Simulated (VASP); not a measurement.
# Si (P6_3/mmc) in VASP: single point with HSE06

Aim: the single point of Si with HSE06.

All numbers are computed with VASP 6.6.1; they aren't measurements. Logs are shortened: lines on timing, memory, paths and dates and some standing lists are left out, and cuts for length are marked.

### Step 1. The cell of the first run

It takes space group P6_3/mmc (No. 194, hexagonal). Conventional cell: a = 3.833 Å, b = 3.833 Å, c = 6.327 Å, α = 90.00°, β = 90.00°, γ = 120.00°. Si (site symmetry 3m) has 4 Si at 2.35 to 2.37 Å within 3.1 Å.

This isn't the form of Si at room conditions, which is diamond.

### Step 2. Single point, HSE06

POSCAR

```
Si
1.0
    3.8330687580      0.0000000000      0.0000000000
   -1.9165343790      3.3195349189      0.0000000000
    0.0000000000      0.0000000000      6.3266069972
Si
4
Direct
    0.3333333333      0.6666666667      0.0002923474
    0.6666666667      0.3333333333      0.5002923474
    0.3333333333      0.6666666667      0.3747076526
    0.6666666667      0.3333333333      0.8747076526
```

INCAR.step1

```
SYSTEM = Si
PREC = Accurate ; ENCUT = 520
EDIFF = 1E-5 ; ISMEAR = -1
SIGMA = 0.02 ; LREAL = .False.
LASPH = .True. ; NELM = 60
ALGO = Normal ; ISIF = 2
LWAVE = .True. ; LCHARG = .False.
GGA = PE ; NBANDS = 16
```

INCAR.step2

```
SYSTEM = Si
PREC = Accurate ; ENCUT = 520
EDIFF = 1E-6 ; ISMEAR = -1
SIGMA = 0.02 ; LREAL = .False.
LASPH = .True. ; NELM = 60
ALGO = Normal ; ISIF = 2
LWAVE = .False. ; LCHARG = .False.
GGA = PE ; LHFCALC = .True.
HFSCREEN = 0.2079 ; PRECFOCK = Normal
ISTART = 1 ; NBANDS = 16
```

KPOINTS

```
regular mesh
0
Gamma
  6 6 4
  0 0 0
```

Potentials or basis: VASP PAW PBE potentials, release 64 (Si).

On the command line:

```
$ cat potpaw_PBE.64/Si/POTCAR > POTCAR
$ cp INCAR.step1 INCAR
$ mpirun -np 1 vasp_std > vasp.out
$ cp INCAR.step2 INCAR
$ mpirun -np 1 vasp_std > vasp.out
```

OUTCAR:

```text
SYSTEM = Si
   PREC = Accurate
   ENCUT = 520
   EDIFF = 1E-6
   ISMEAR = -1
   LREAL = .False.
   LASPH = .True.
   NELM = 60
   ISIF = 2
   GGA = PE
   LHFCALC = .True.
   HFSCREEN = 0.2079
   PRECFOCK = Normal
   ISTART = 1

 ion  position               nearest neighbor table
   1  0.333  0.667  0.000-   4 2.35   4 2.35   4 2.35   3 2.37
   2  0.667  0.333  0.500-   3 2.35   3 2.35   3 2.35   4 2.37
   3  0.333  0.667  0.375-   2 2.35   2 2.35   2 2.35   1 2.37
   4  0.667  0.333  0.875-   1 2.35   1 2.35   1 2.35   2 2.37

  LATTYP: Found a hexagonal cell.
 ALAT       =     3.8330687580
 C/A-ratio  =     1.6505331359

  Lattice vectors:

 A1 = (   3.8330687580,   0.0000000000,   0.0000000000)
 A2 = (  -1.9165343790,   3.3195349189,   0.0000000000)
 A3 = (   0.0000000000,   0.0000000000,   6.3266069972)

Analysis of symmetry for initial positions (statically):
=====================================================================
 Subroutine PRICEL returns:
 Original cell was already a primitive cell.

 Routine SETGRP: Setting up the symmetry group for a
 hexagonal supercell.

 Subroutine GETGRP returns: Found 24 space group operations
 (whereof  6 operations were pure point group operations)
 out of a pool of 24 trial point group operations.

The static configuration has the point symmetry C_3v.
 The point group associated with its full space group is D_6h.

Analysis of symmetry for dynamics (positions and initial velocities):
=====================================================================
 Subroutine PRICEL returns:
 Original cell was already a primitive cell.

 Routine SETGRP: Setting up the symmetry group for a
 hexagonal supercell.

 Subroutine GETGRP returns: Found 24 space group operations
 (whereof  6 operations were pure point group operations)
 out of a pool of 24 trial point group operations.

The dynamic configuration has the point symmetry C_3v.
 The point group associated with its full space group is D_6h.

 Subroutine INISYM returns: Found 24 space group operations
 (whereof  6 operations are pure point group operations),
 and found     1 'primitive' translations

----------------------------------------------------------------------------------------

                                     Primitive cell

  volume of cell :      80.4998

  direct lattice vectors                    reciprocal lattice vectors
     3.833068758  0.000000000  0.000000000     0.260887572  0.150623510  0.000000000
    -1.916534379  3.319534919  0.000000000     0.000000000  0.301247019  0.000000000
     0.000000000  0.000000000  6.326606997     0.000000000  0.000000000  0.158062608

  length of vectors
     3.833068758  3.833068758  6.326606997     0.301247019  0.301247019  0.158062608

  position of ions in fractional coordinates (direct lattice)
     0.333333333  0.666666667  0.000292347
     0.666666667  0.333333333  0.500292347
     0.333333333  0.666666667  0.374707653
     0.666666667  0.333333333  0.874707653

  ion indices of the primitive-cell ions
   primitive index   ion index
                 1           1
                 2           2
                 3           3
                 4           4

----------------------------------------------------------------------------------------

 KPOINTS: regular mesh

Automatic generation of k-mesh.
 Grid dimensions read from file:
 generate k-points for:    6    6    4

 Generating k-lattice:

  Cartesian coordinates                     Fractional coordinates (reciprocal lattice)
     0.043481262  0.025103918  0.000000000     0.166666667  0.000000000  0.000000000
     0.000000000  0.050207837  0.000000000     0.000000000  0.166666667  0.000000000
     0.000000000  0.000000000  0.039515652     0.000000000  0.000000000  0.250000000

  Length of vectors
     0.050207837  0.050207837  0.039515652

  Shift w.r.t. Gamma in fractional coordinates (k-lattice)
     0.000000000  0.000000000  0.000000000

 Subroutine IBZKPT returns following result:
 ===========================================

 Found     21 irreducible k-points:

 Following reciprocal coordinates:
            Coordinates               Weight
  0.000000  0.000000  0.000000      1.000000
  0.166667  0.000000  0.000000      6.000000
  0.333333  0.000000  0.000000      6.000000
  0.500000  0.000000  0.000000      3.000000
  0.166667  0.166667  0.000000      6.000000
  0.333333  0.166667  0.000000     12.000000
[... 13 lines left out ...]
  0.333333  0.166667  0.500000     12.000000
  0.333333  0.333333  0.500000      2.000000
   k-points           NKPTS =     21   k-points in BZ     NKDIM =    144   number of bands    NBANDS=     16
   number of dos      NEDOS =    301   number of ions     NIONS =      4
   total plane-waves  NPLWV =  43200
   dimension x,y,z NGX =    30 NGY =   30 NGZ =   48
   dimension x,y,z NGXF=    60 NGYF=   60 NGZF=   96
   ions per type =               4
   NGX,Y,Z   is equivalent  to a cutoff of  13.01, 13.01, 12.61 a.u.
   NGXF,Y,Z  is equivalent  to a cutoff of  26.02, 26.02, 25.23 a.u.
 SYSTEM =  Si
   PREC   = accura    normal or accurate (medium, high low for compatibility)
   ISTART =      1    job   : 0-new  1-cont  2-samecut
   ICHARG =      0    charge: 1-file 2-atom 10-const
   ISPIN  =      1    spin polarized calculation?
   LNONCOLLINEAR =      F non collinear calculations
   LSORBIT =      F    spin-orbit coupling
   LASPH  =      T    aspherical Exc in radial PAW
   ENCUT  =  520.0 eV  38.22 Ry    6.18 a.u.   7.13  7.13 11.76*2*pi/ulx,y,z
   NELM   =     60;   NELMIN=  2; NELMDL=  0     # of ELM steps
   EDIFF  = 0.1E-05   stopping-criterion for ELM
   LREAL  =      F    real-space projection
   EDIFFG = 0.1E-04   stopping-criterion for IOM
   NSW    =      0    number of steps for IOM
   IBRION =     -1    ionic relax: 0-MD 1-quasi-New 2-CG
   NFREE  =      0    steps in history (QN), initial steepest desc. (CG)
   ISIF   =      2    stress and relaxation
   ISYM   =      3    0-nonsym 1-usesym 2-fastsym
   POTIM  = 0.5000    time-step for ionic-motion
   TEBEG  =    0.0;   TEEND  =   0.0 temperature during run
   PSTRESS=    0.0 pullay stress
   NELECT =      16.0000    total number of electrons
   NUPDOWN=      -1.0000    fix difference up-down
   EMIN   =  10.00;   EMAX   =-10.00  energy-range for DOS
   EFERMI =   0.00;   METHOD = LEGACY
   ISMEAR =    -1;   SIGMA  =   0.02  broadening in eV -4-tet -1-fermi 0-gaus
   EFERMI_NEDOS =   21; number of points for ismear=-14 and -15
   IALGO  =     38    algorithm
   IMIX   =      1    mixing-type and parameters
     AMIX     =   0.40;   BMIX     =  1.00
     AMIX_MAG =   1.60;   BMIX_MAG =  1.00
  volume/ion in A,a.u.               =      20.12       135.81
  Fermi-wavevector in a.u.,A,eV,Ry     =   0.955396  1.805436 12.419137  0.912781
  Thomas-Fermi vector in A             =   2.084229
   LORBIT       =      0    0 simple, 1 ext, 2 COOP (PROOUT), +10 PAW based schemes
   GGA     = PE    functional components
   LHFCALC =     T    Hartree Fock is set to
   PRECFOCK=normal    Normal, Fast or Accurate (Low or Medium for compatibility)
   ENCUT4O =  -1.0   cutoff for four orbital integrals eV
   NKREDX  =     1    reduce k-point grid by
   NKREDY  =     1    reduce k-point grid by
   NKREDZ  =     1    reduce k-point grid by
   AEXX    =    0.2500 exact exchange contribution
   HFSCREEN=    0.2079 screening length (either q_TF or 0.3 A-1)
   HFSCREENC=   0.2079 screening length for correlation (either q_TF or 0.3 A-1)
   ENCUTFOCK=  -1.0 apply spherical cutoff to Coloumb kernel
   IVDW    =     0    specifies the selected vdW correction
   LEPSILON=     F    determine dielectric tensor
   LRPA    =     F    only Hartree local field effects (RPA)
 non-spin polarized calculation
  energy-cutoff  :      520.00
  volume of cell :       80.50
 maximum number of plane-waves:      2208
 NGX is ok and might be reduce to    30
  NGX = 24; NGY = 24; NGZ = 36

 number of electron      16.0000000 magnetization

 Free energy of the ion-electron system (eV)
  ---------------------------------------------------
  ext. energy  EPLUGINS =         0.00000000
  ---------------------------------------------------
  free energy    TOTEN  =       -25.03469014 eV

  energy without entropy =      -25.03469014  energy(sigma->0) =      -25.03469014

 E-fermi :   6.1038     XC(G=0):  -7.8272

 val. band max:        5.6954770387   @ k =   0.0000   0.0000   0.0000
 cond. band min:       6.6705115242   @ k =   0.5000   0.0000   0.0000
 fundamental gap:      0.9750344855
 Fermi energy:         6.1038431688

 k-point     1 :       0.0000    0.0000    0.0000
  band No.  band energies     occupation
      1      -7.8431      2.00000
      2      -5.2987      2.00000
      3      -2.2709      2.00000
      4       4.0249      2.00000
      5       4.0249      2.00000
      6       5.3505      2.00000
[... 8 lines left out ...]
     15      10.7419      0.00000
     16      12.5251      0.00000

 k-point     2 :       0.1667    0.0000    0.0000
  band No.  band energies     occupation
      1      -7.4870      2.00000
      2      -4.9321      2.00000
      3      -2.1079      2.00000
      4       2.0229      2.00000
      5       3.4400      2.00000
      6       3.7195      2.00000
[... 8 lines left out ...]
     15      11.9542      0.00000
     16      12.2395      0.00000

 k-point     3 :       0.3333    0.0000    0.0000
  band No.  band energies     occupation
      1      -6.4688      2.00000
      2      -3.8745      2.00000
      3      -2.4342      2.00000
      4       0.3394      2.00000
      5       0.8796      2.00000
      6       2.6452      2.00000
[... 8 lines left out ...]
     15      13.6829      0.00000
     16      13.7937      0.00000
[... 305 lines left out ...]
 k-point    20 :       0.3333    0.1667    0.5000
  band No.  band energies     occupation
      1      -4.7535      2.00000
      2      -4.7535      2.00000
      3      -1.8772      2.00000
      4      -1.8772      2.00000
      5       1.7954      2.00000
      6       1.7954      2.00000
[... 8 lines left out ...]
     15      13.4876      0.00000
     16      13.4876      0.00000

 k-point    21 :       0.3333    0.3333    0.5000
  band No.  band energies     occupation
      1      -4.0106      2.00000
      2      -4.0106      2.00000
      3      -2.5137      2.00000
      4      -2.5137      2.00000
      5       0.8177      2.00000
      6       0.8177      2.00000
[... 8 lines left out ...]
     15      12.8773      0.00000
     16      12.8773      0.00000

------------------------ aborting loop because EDIFF is reached ----------------------------------------

  FORCE on cell =-STRESS in cart. coord.  units (eV):
  Direction    XX          YY          ZZ          XY          YZ          ZX
  --------------------------------------------------------------------------------------
  -------------------------------------------------------------------------------------
  Total       -0.1771628     -0.1771628     -0.1842330      0.0000000      0.0000000      0.0000000
  in kB       -3.5260505     -3.5260505     -3.6667665      0.0000000      0.0000000      0.0000000
  external PRESSURE =      -3.5729558 kB  Pullay stress =       0.0000000 kB

 VOLUME and BASIS-vectors are now :
 -----------------------------------------------------------------------------
  energy-cutoff  :      520.00
  volume of cell :       80.50
      direct lattice vectors                 reciprocal lattice vectors
     3.833068758  0.000000000  0.000000000     0.260887572  0.150623510  0.000000000
    -1.916534379  3.319534919  0.000000000     0.000000000  0.301247019  0.000000000
     0.000000000  0.000000000  6.326606997     0.000000000  0.000000000  0.158062608

 POSITION                                       TOTAL-FORCE (eV/Angst)
 -----------------------------------------------------------------------------------
     -0.00000      2.21302      0.00185        -0.000000     -0.000000      0.000436
      1.91653      1.10651      3.16515         0.000000     -0.000000      0.000436
     -0.00000      2.21302      2.37063        -0.000000      0.000000     -0.000436
      1.91653      1.10651      5.53393         0.000000      0.000000     -0.000436
 -----------------------------------------------------------------------------------
    total drift:                               -0.000000      0.000000     -0.000000

  FREE ENERGIE OF THE ION-ELECTRON SYSTEM (eV)
  ---------------------------------------------------
  free  energy   TOTEN  =       -25.0346901421 eV

  energy  without entropy=      -25.0346901421  energy(sigma->0) =      -25.03469014
```

It took 82 min on 1 thread of Oxide Virtual Turin-like, shared host; peak memory 0.29 GiB.

What came out:

- Free energy: -25.0347 eV
- Pressure: -0.4 GPa
- Band gap on the k mesh: 0.97 eV (least direct gap 1.69 eV)

Levels at points of the mesh, in eV from the valence-band top:
```tsv
k point	band 4	band 5	band 6	band 7	band 8	band 9	band 10	band 11	band 12	band 13
(0.00, 0.00, 0.00)	-1.67	-1.67	-0.34	0.00	0.00	1.69	2.72	2.72	3.13	4.47
(0.50, 0.00, 0.00)	-6.59	-5.09	-3.36	-3.18	-1.58	0.97	3.09	3.67	3.90	5.40
(0.00, 0.00, 0.50)	-4.60	-1.01	-1.01	-1.01	-1.01	2.52	2.52	3.76	3.76	3.76
(0.50, 0.00, 0.50)	-8.03	-2.65	-2.65	-2.64	-2.64	1.53	1.53	2.31	2.31	6.61
```

Caveat: the PAW data sets were made with another functional, which shifts forces and pressure a little. A k mesh can miss the band edges.
